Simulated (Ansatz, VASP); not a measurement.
**Two plane-wave programs on BaTiO3**

Contents of POSCAR:

```
BaTiO3
1.0
    3.9855000000      0.0000000000      0.0000000000
    0.0000000000      2.8369000000      2.8451500000
    0.0000000000     -2.8369000000      2.8451500000
Ba Ti O
1 1 3
Direct
    0.0000000000      0.0000000000      0.0000000000
    0.5000000000      0.5124000000      0.5124000000
    0.5000000000      0.9918400000      0.5052400000
    0.5000000000      0.5052400000      0.9918400000
    0.0000000000      0.4874000000      0.4874000000
```

The input INCAR.step1:

```
PREC     = Accurate       # precision mode
ENCUT    = 520            # plane-wave cutoff, eV
ISMEAR   = -1             # smearing method
SIGMA    = 0.05           # smearing width, eV
LREAL    = F              # projectors in reciprocal space
LASPH    = T              # aspherical terms in the spheres
NELM     = 80             # most SCF steps
NBANDS   = 28             # bands
GGA      = PE             # functional
ALGO     = Normal         # electronic algorithm
EDIFF    = 1E-4           # SCF threshold, eV
LWAVE    = T              # write WAVECAR
LCHARG   = F              # write CHGCAR
```

INCAR.step2

```
PREC     = Accurate       # precision mode
ENCUT    = 520            # plane-wave cutoff, eV
EDIFF    = 1E-7           # SCF threshold, eV
ISMEAR   = -1             # smearing method
SIGMA    = 0.05           # smearing width, eV
LREAL    = F              # projectors in reciprocal space
LASPH    = T              # aspherical terms in the spheres
NELM     = 80             # most SCF steps
ALGO     = Normal         # electronic algorithm
ISIF     = 2              # what is computed and relaxed
LWAVE    = F              # write WAVECAR
LCHARG   = F              # write CHGCAR
METAGGA  = R2SCAN         # meta-GGA
LMIXTAU  = T            
NBANDS   = 28             # bands
ISTART   = 1
```

The input KPOINTS:

```
Automatic mesh
0
Gamma
  7 7 7
```

File input.yaml:

```yaml
crystal:
  lattice:
    - [3.9855, 0.0, 0.0]
    - [0.0, 2.8369, 2.84515]
    - [0.0, -2.8369, 2.84515]
  atoms:
    - { symbol: Ba, position: [0.0, 0.0, 0.0] }
    - { symbol: Ti, position: [0.5, 0.5124, 0.5124] }
    - { symbol: O, position: [0.5, 0.99184, 0.50524] }
    - { symbol: O, position: [0.5, 0.50524, 0.99184] }
    - { symbol: O, position: [0.0, 0.4874, 0.4874] }
hamiltonian:
  xc: r2scan
  pseudopotentials: { kind: paw }
kpoints:
  mp_grid: { grid: [7, 7, 7] }
  band_path:
    path:
      - [[0.0, 0.0, 0.0], [0.0, 0.4985522663, -0.4985522663], [0.0, 0.0, -0.5], [-0.5, 0.0, -0.5], [-0.5, 0.4985522663, -0.4985522663], [-0.5, 0.0, 0.0], [0.0, 0.0, 0.0], [0.0, -0.5, -0.5], [0.0, -0.4985522663, -0.5014477337], [-0.5, -0.4985522663, -0.5014477337], [-0.5, -0.5, -0.5], [0.0, -0.5, -0.5]]
      - [[-0.5, 0.0, 0.0], [-0.5, -0.5, -0.5]]
    npoints: 14
scf:
  occupations: { method: fermi_dirac, width: 0.05 }
  n_extra_bands: 12
output:
  forces: true
  stress: true
  eigenvalues: true
  fatbands: false
```

Alike in both runs: functional r2SCAN; k mesh 7 × 7 × 7; occupations fermi-dirac, width 0.05 eV; no spin polarisation.

|  | VASP | Ansatz |
| --- | --- | --- |
| version | VASP 6.6.1 | Ansatz 0.2.0 |
| potentials or method | VASP PAW PBE potentials, release 64 (Ba_sv, Ti_sv, O) | Ansatz PAW |
| plane-wave cutoff (eV) | 520 | 500 |
| valence electrons in the cell | 40 | 40 |
| task | single point | band structure |

Ansatz gave:

| Quantity | Value |
| --- | --- |
| gap on the k mesh at the Fermi level (eV) | 2.34 |
| least direct gap on the mesh (eV) | 2.44 |
| pressure (GPa) | -0.9 |
| traceless stress, the component that is largest in VASP (GPa) | -0.41 |
| rms of the force components (eV/Å) | 0.148 |

Which values does VASP return?

gap on the k mesh at the Fermi level (eV): 2.31; least direct gap on the mesh (eV): 2.46; pressure (GPa): 1.1; traceless stress, the component that is largest in VASP (GPa): -0.40; rms of the force components (eV/Å): 0.131.

VASP's potentials were made for PBE, not for r2SCAN. Atom by atom the forces differ by 0.034 eV/Å (rms over components).

Neither program's run includes spin-orbit coupling. Noted on Ansatz's run: the k mesh misses the band edges, so the gap on the mesh is wider than the one along the path.
